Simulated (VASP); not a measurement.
# N in VASP: a series of runs

N is run at these levels: PBE+D3(BJ); tasks: single point.

Everything below comes from runs of VASP 6.6.1. Logs are shortened: lines on timing, memory, paths and dates and some standing lists are left out, and cuts for length are marked.

## (1) The cell of the first run

The cell holds a disordered packing, 24 atoms: a = 9.672 Å, b = 9.672 Å, c = 9.672 Å, α = 90.00°, β = 90.00°, γ = 90.00°.

## (2) Single point, PBE+D3(BJ)

File INCAR:

```
ALGO     = Normal         # electronic algorithm
EDIFF    = 1E-6           # SCF threshold, eV
ENCUT    = 1000           # plane-wave cutoff, eV
GGA      = PE             # functional
GGA_COMPAT= F            
ISIF     = 2              # what is computed and relaxed
ISMEAR   = -1             # smearing method
IVDW     = 12             # dispersion correction
LASPH    = T              # aspherical terms in the spheres
LCHARG   = T              # write CHGCAR
LELF     = T              # ELF
LREAL    = Auto         
LVHAR    = T            
LWAVE    = F              # write WAVECAR
NBANDS   = 78             # bands
NELM     = 120            # most SCF steps
PREC     = Accurate       # precision mode
SIGMA    = 0.02           # smearing width, eV
```

File KPOINTS:

```
k-points
0
Gamma
  1 1 1
```

File POSCAR:

```
N
1.0
    9.6720280000      0.0000000000      0.0000000000
    0.0000000000      9.6720280000      0.0000000000
    0.0000000000      0.0000000000      9.6720280000
N
24
Direct
    0.0714741521      0.9545361118      0.1223735084
    0.1540318121      0.8776132575      0.1280393316
    0.7821834263      0.3220730957      0.9600158312
    0.7573902805      0.4294652580      0.9423566598
   -0.0541561708      0.9334753787      0.7039578463
    0.0181554479      0.8862877568      0.7820696962
    0.6459451937      0.2451088851      0.5784309144
    0.6799814889      0.2025428380      0.4758154133
    0.4090145314      0.0754236857      0.8461100402
    0.4766115235      0.1672555125      0.8520860361
    0.3851312258      0.5025729868      0.6943218113
    0.2732208798      0.4911999841      0.7030686843
    0.6122914450      0.8964097292      0.1409011636
    0.5094795011      0.9453446578      0.1439201789
    0.5002260126      0.4430508266      0.3043622289
    0.4253192815      0.3678132445      0.2640604432
    0.6921402626      0.8545777576      0.5353375735
    0.7271277544      0.7469581354      0.5179162012
    0.3735927977      0.8429669558      0.5818945106
    0.2833945477      0.9052910103      0.5492022976
    0.9370527050      0.5474963472      0.5925024204
    0.9062732242      0.4672856613      0.6647106481
    0.1663560114      0.2413454552      0.9861737373
    0.1043834861      0.2284009103      0.8908989924
```

Potentials or basis: VASP PAW PBE potentials, release 64 (N_h).

Started as:

```sh
$ cat potpaw_PBE.64/N_h/POTCAR > POTCAR
$ mpirun -np 1 vasp_gam > vasp.out
```

OUTCAR:

```text
EDIFF = 1E-6
   ENCUT = 1000
   GGA = PE
   ISIF = 2
   ISMEAR = -1
   IVDW = 12
   LASPH = T
   LREAL = Auto
   NELM = 120
   PREC = Accurate
 IVDW          = 12

 ion  position               nearest neighbor table
   1  0.071  0.955  0.122-   2 1.09
   2  0.154  0.878  0.128-   1 1.09
   3  0.782  0.322  0.960-   4 1.08
   4  0.757  0.429  0.942-   3 1.08
   5  0.946  0.933  0.704-   6 1.13
   6  0.018  0.886  0.782-   5 1.13
[... 16 lines left out ...]
  23  0.166  0.241  0.986-  24 1.11
  24  0.104  0.228  0.891-  23 1.11

  LATTYP: Found a simple cubic cell.
 ALAT       =     9.6720280000

  Lattice vectors:

 A1 = (   9.6720280000,   0.0000000000,   0.0000000000)
 A2 = (   0.0000000000,   9.6720280000,   0.0000000000)
 A3 = (   0.0000000000,   0.0000000000,   9.6720280000)

Analysis of symmetry for initial positions (statically):
=====================================================================
 Subroutine PRICEL returns:
 Original cell was already a primitive cell.

 Routine SETGRP: Setting up the symmetry group for a
 simple cubic supercell.

 Subroutine GETGRP returns: Found  1 space group operations
 (whereof  1 operations were pure point group operations)
 out of a pool of 48 trial point group operations.

The static configuration has the point symmetry C_1 .

Analysis of symmetry for dynamics (positions and initial velocities):
=====================================================================
 Subroutine PRICEL returns:
 Original cell was already a primitive cell.

 Routine SETGRP: Setting up the symmetry group for a
 simple cubic supercell.

 Subroutine GETGRP returns: Found  1 space group operations
 (whereof  1 operations were pure point group operations)
 out of a pool of 48 trial point group operations.

The dynamic configuration has the point symmetry C_1 .

 Subroutine INISYM returns: Found  1 space group operations
 (whereof  1 operations are pure point group operations),
 and found     1 'primitive' translations

----------------------------------------------------------------------------------------

                                     Primitive cell

  volume of cell :     904.8001
[... 104 lines left out ...]
   LNONCOLLINEAR =      F non collinear calculations
   LSORBIT =      F    spin-orbit coupling
   LASPH  =      T    aspherical Exc in radial PAW
   ENCUT  = 1000.0 eV  73.50 Ry    8.57 a.u.  24.94 24.94 24.94*2*pi/ulx,y,z
   NELM   =    120;   NELMIN=  2; NELMDL= -5     # of ELM steps
   EDIFF  = 0.1E-05   stopping-criterion for ELM
   LREAL  =      T    real-space projection
   EDIFFG = 0.1E-04   stopping-criterion for IOM
   NSW    =      0    number of steps for IOM
[... 5 lines left out ...]
   TEBEG  =    0.0;   TEEND  =   0.0 temperature during run
   PSTRESS=    0.0 pullay stress
   NELECT =     120.0000    total number of electrons
   NUPDOWN=      -1.0000    fix difference up-down
   EMIN   =  10.00;   EMAX   =-10.00  energy-range for DOS
   EFERMI =   0.00;   METHOD = LEGACY
   ISMEAR =    -1;   SIGMA  =   0.02  broadening in eV -4-tet -1-fermi 0-gaus
   EFERMI_NEDOS =   21; number of points for ismear=-14 and -15
   IALGO  =     38    algorithm
   IMIX   =      4    mixing-type and parameters
     AMIX     =   0.40;   BMIX     =  1.00
     AMIX_MAG =   1.60;   BMIX_MAG =  1.00
  volume/ion in A,a.u.               =      37.70       254.41
  Fermi-wavevector in a.u.,A,eV,Ry     =   0.834868  1.577671  9.483318  0.697004
  Thomas-Fermi vector in A             =   1.948331
   LORBIT       =      0    0 simple, 1 ext, 2 COOP (PROOUT), +10 PAW based schemes
   GGA     = PE    functional components
   LHFCALC =     F    Hartree Fock is set to
   AEXX    =    0.0000 exact exchange contribution
   IVDW    =    12    specifies the selected vdW correction
   LEPSILON=     F    determine dielectric tensor
   LRPA    =     F    only Hartree local field effects (RPA)
 non-spin polarized calculation
  energy-cutoff  :     1000.00
  volume of cell :      904.80
 maximum number of plane-waves:     32487
 NGX is ok and might be reduce to    98
   NGX = 49   NGY = 49   NGZ = 49

 number of electron     120.0000000 magnetization

 Free energy of the ion-electron system (eV)
  ---------------------------------------------------
  ext. energy  EPLUGINS =         0.00000000
  ---------------------------------------------------
  free energy    TOTEN  =      -201.68573770 eV

  energy without entropy =     -201.68573770  energy(sigma->0) =     -201.68573770

 E-fermi :  -7.0480     XC(G=0):  -4.6663

 val. band max:       -7.6042477564   @ k =   0.0000   0.0000   0.0000
 cond. band min:      -0.1823358403   @ k =   0.0000   0.0000   0.0000
 fundamental gap:      7.4219119161
 Fermi energy:        -7.0479952745

 k-point     1 :       0.0000    0.0000    0.0000
  band No.  band energies     occupation
      1     -26.1945      2.00000
      2     -26.1380      2.00000
      3     -26.0839      2.00000
      4     -26.0542      2.00000
      5     -26.0050      2.00000
      6     -25.9990      2.00000
[... 64 lines left out ...]
     71       0.2278      0.00000
     72       0.2651      0.00000
 [bands above 72 left out]

------------------------ aborting loop because EDIFF is reached ----------------------------------------

 Edisp (eV)   -0.76198

 E8    (eV) :    -0.1802

  FORCE on cell =-STRESS in cart. coord.  units (eV):
  Direction    XX          YY          ZZ          XY          YZ          ZX
  --------------------------------------------------------------------------------------
  -------------------------------------------------------------------------------------
  Total       1.55393     3.83806    -3.22222     0.69195    -2.12665    -1.30244
  in kB       2.75162     6.79625    -5.70575     1.22527    -3.76576    -2.30630
  external pressure =        1.28 kB  Pullay stress =        0.00 kB

 VOLUME and BASIS-vectors are now :
 -----------------------------------------------------------------------------
  energy-cutoff  :     1000.00
  volume of cell :      904.80
      direct lattice vectors                 reciprocal lattice vectors
     9.672028000  0.000000000  0.000000000     0.103390933  0.000000000  0.000000000
     0.000000000  9.672028000  0.000000000     0.000000000  0.103390933  0.000000000
     0.000000000  0.000000000  9.672028000     0.000000000  0.000000000  0.103390933

 POSITION                                       TOTAL-FORCE (eV/Angst)
 -----------------------------------------------------------------------------------
      0.69130      9.23230      1.18360        -1.057695      0.953087     -0.047740
      1.48980      8.48830      1.23840         1.053422     -0.990474      0.090099
      7.56530      3.11510      9.28530         0.756129     -3.401923      0.584450
      7.32550      4.15380      9.11450        -0.820071      3.388084     -0.504408
      9.14823      9.02860      6.80870         1.993741     -1.207796      2.137171
      0.17560      8.57220      7.56420        -1.929160      1.243033     -2.091516
[... 16 lines left out ...]
      1.60900      2.33430      9.53830        -0.346886     -0.006116     -0.443941
      1.00960      2.20910      8.61680         0.279530      0.079393      0.446463
 -----------------------------------------------------------------------------------
    total drift:                               -0.002387      0.008770     -0.005938

  FREE ENERGIE OF THE ION-ELECTRON SYSTEM (eV)
  ---------------------------------------------------
  free  energy   TOTEN  =      -202.4477160697 eV

  energy  without entropy=     -202.4477160697  energy(sigma->0) =     -202.44771607
```

OSZICAR:

```text
N       E                     dE             d eps       ncg     rms          rms(c)
DAV:   1     0.164597384377E+04    0.16460E+04   -0.74656E+04   156   0.216E+03
DAV:   2     0.222614661552E+03   -0.14234E+04   -0.13690E+04   234   0.354E+02
DAV:   3    -0.191060985526E+03   -0.41368E+03   -0.41251E+03   192   0.196E+02
DAV:   4    -0.211975769614E+03   -0.20915E+02   -0.20732E+02   192   0.537E+01
DAV:   5    -0.212708962668E+03   -0.73319E+00   -0.73118E+00   232   0.869E+00    0.227E+01
DAV:   6    -0.203811369224E+03    0.88976E+01   -0.14052E+01   186   0.124E+01    0.118E+01
DAV:   7    -0.201736151374E+03    0.20752E+01   -0.87518E+00   208   0.947E+00    0.285E+00
DAV:   8    -0.201690315908E+03    0.45835E-01   -0.71649E-01   200   0.324E+00    0.534E-01
DAV:   9    -0.201685321238E+03    0.49947E-02   -0.43641E-02   200   0.827E-01    0.199E-01
DAV:  10    -0.201685702550E+03   -0.38131E-03   -0.31886E-03   208   0.266E-01    0.643E-02
DAV:  11    -0.201685758788E+03   -0.56238E-04   -0.69078E-04   240   0.147E-01    0.421E-02
DAV:  12    -0.201685748837E+03    0.99512E-05   -0.24737E-04   216   0.777E-02    0.205E-02
DAV:  13    -0.201685735738E+03    0.13099E-04   -0.57033E-05   208   0.489E-02    0.908E-03
DAV:  14    -0.201685736431E+03   -0.69242E-06   -0.33237E-05   224   0.280E-02    0.679E-03
DAV:  15    -0.201685737491E+03   -0.10607E-05   -0.12305E-05   200   0.170E-02    0.291E-03
DAV:  16    -0.201685737703E+03   -0.21207E-06   -0.23533E-06   152   0.860E-03
   1 F= -.20244772E+03 E0= -.20244772E+03  d E =-.961515E-12
```

Run time: 3.3 min. Hardware: 1 thread of Intel Xeon 6975P-C (Granite Rapids), shared host; peak memory 1.5 GiB.

Results:

* Free energy: -202.4477 eV
* Pressure: 0.1 GPa
* Largest force: 3.534 eV/Å
* Dispersion energy per atom: -0.032 eV

Forces on the atoms (eV/Å):
```
N   -1.058  0.953 -0.048
N    1.053 -0.990  0.090
N    0.756 -3.402  0.584
N   -0.820  3.388 -0.504
N    1.994 -1.208  2.137
N   -1.929  1.243 -2.092
N    0.841 -1.031 -2.492
N   -0.810  1.018  2.483
N    0.212  0.191 -0.021
N   -0.156 -0.219  0.014
N    1.698  0.165 -0.140
N   -1.666 -0.174  0.138
N    0.133 -0.067  0.005
N   -0.118  0.068  0.035
N    0.406  0.439  0.208
N   -0.416 -0.421 -0.233
N    0.196 -0.665 -0.149
N   -0.357  0.715  0.037
N   -0.501  0.294 -0.161
N    0.449 -0.298  0.138
N    0.843  1.774 -1.620
N   -0.685 -1.846  1.589
N   -0.347 -0.006 -0.444
N    0.280  0.079  0.446
```

Levels at points of the mesh, in eV from the Fermi level:
```tsv
k point	band 56	band 57	band 58	band 59	band 60	band 61	band 62	band 63	band 64	band 65
(0.00, 0.00, 0.00)	-0.86	-0.78	-0.75	-0.72	-0.56	6.87	6.89	6.94	6.95	6.96
```

Caveat: the k points lie up to 0.65 Å⁻¹ apart.

(Continued in part 2 of 2.)
